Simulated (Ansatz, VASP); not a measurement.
# One calculation of PbS, two programs

```
Pb S
1.0
     4.08970    0.00000    0.00000
    -2.04485    3.54178    0.00000
     0.00000    0.00000    3.78817
Pb S
1 1
Direct
  0.00000 0.00000 0.00000
  0.66667 0.33333 0.50000
```

Alike in both runs: task single point; functional PBEsol; k mesh 4 × 4 × 4; no spin polarisation.

|  | VASP | Ansatz |
| --- | --- | --- |
| version | VASP 6.6.1 | Ansatz 0.2.0 |
| potentials or method | VASP PAW PBE potentials, release 64 (Pb_d, S), cutoff 500 eV | plane waves, PAW |
| occupations | gaussian, width 0.01 eV | fixed |
| valence electrons in the cell | 20 | 20 |

Ansatz gave:

```
gap on the k mesh at the Fermi level (eV) : 0.16
```

Problem. Which values does VASP return?

Solution. gap on the k mesh at the Fermi level (eV): 0.17.

VASP's potentials were made for PBE, not for PBEsol.

The k mesh is coarse, so the values compare programs but aren't converged. Neither program's run includes spin-orbit coupling.
